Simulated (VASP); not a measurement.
Wanted: the native input for a VASP 6.6.1 run.

```
Task                   : single point
Functional             : PBE
Potentials or basis    : VASP PAW PBE potentials, release 64 (Ir)
Cutoff                 : 520 eV
k mesh                 : 1 × 1 × 20
Occupations            : gaussian, width 0.05 eV
Spin                   : no spin polarisation
Dipole correction      : no
Further INCAR settings : ALGO = Normal; EDIFF = 1e-06; NBANDS = 30
```

The structure of Ir lies in POSCAR:

```
Ir
1.0
   13.1000000000      0.0000000000      0.0000000000
    0.0000000000     13.2000000000      0.0000000000
    0.0000000000      0.0000000000      2.5792354321
Ir
5
Direct
    0.5604671866      0.6804532311      0.0000000000
    0.5637266897      0.3508143569      0.0000000000
    0.4319309989      0.4669365280      0.5000000000
    0.6103631446      0.5194465441      0.5000000000
    0.3857442440      0.6289652860      0.0000000000
```

The input as run:

INCAR

```
SYSTEM = Ir
ALGO = Normal ; EDIFF = 1E-6
ENCUT = 520 ; GGA = PE
ISIF = 2 ; ISMEAR = 0
LASPH = .TRUE. ; LCHARG = .TRUE.
LELF = .TRUE. ; LREAL = .FALSE.
LVHAR = .TRUE. ; LWAVE = .FALSE.
NBANDS = 30 ; NELM = 60
PREC = Accurate ; SIGMA = 0.05
```

KPOINTS

```
k-points
0
G
  1 1 20
  0 0 0
```

Potentials or basis: VASP PAW PBE potentials, release 64 (Ir).

Run with:

```bash
$ cat potpaw_PBE.64/Ir/POTCAR > POTCAR
$ mpirun -np 1 vasp_std > vasp.out
```

Results of the run:

```yaml
Largest_force: 0.071 eV/Å
```

Run time: 2.9 min on 1 thread of Intel(R) Xeon(R) 6975P-C (Granite Rapids), with other jobs on the host, peak memory 0.48 GiB.
